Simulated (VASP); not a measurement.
Runs of VASP 6.6.1 on LuAl3N4. The structure is that of space group P3m1 (No. 156), or close to it. The cells are those of the table. 

| task | cell | k mesh | cutoff (eV) | smearing | gap on the mesh (eV) | pressure (GPa) | relaxed volume (Å³/atom) | largest force (eV/Å) |
| --- | --- | --- | --- | --- | --- | --- | --- | --- |
| relaxation of cell and atoms | relaxed from a = 3.350, b = 3.350, c = 10.400 Å, angles 90.0, 90.0, 120.0°, 8 atoms | 4 × 4 × 2 | 600 | gaussian 0.15 eV | (b) | -0.2 | 11.68 | 0.08 |
| single point | a = 3.207, b = 3.207, c = 10.497 Å, angles 90.0, 90.0, 120.0°, 8 atoms | 4 × 4 × 2 | 520 | gaussian 0.15 eV | 2.88 | 0.0 | - | 0.18 |
| single point | a = 3.204, b = 3.204, c = 10.502 Å, angles 90.0, 90.0, 120.0°, 8 atoms | 6 × 6 × 2 | 520 | gaussian 0.1 eV | 2.86 | 0.2 | - | (a) |
| relaxation of cell and atoms | relaxed from a = 3.207, b = 3.207, c = 10.497 Å, angles 90.0, 90.0, 120.0°, 8 atoms | 12 × 12 × 2 | 600 | gaussian 0.02 eV | 2.83 | 0.0 | 11.67 | 0.01 |

Alike in all rows: level PBE; potentials or basis VASP PAW PBE potentials, release 64 (Lu, Al, N); no spin polarisation.

Problem. Estimate the missing entries.

Solution. (a) 0.14; (b) 2.81.

Caveats: some runs use coarse meshes; spin-orbit coupling is left out, which moves the levels of the heavy elements; the relaxation stopped at a loose force limit of 0.08 eV/Å, so its end isn't a converged minimum (some runs).

A k mesh can miss the band edges, and the runs leave out spin-orbit coupling on Lu.
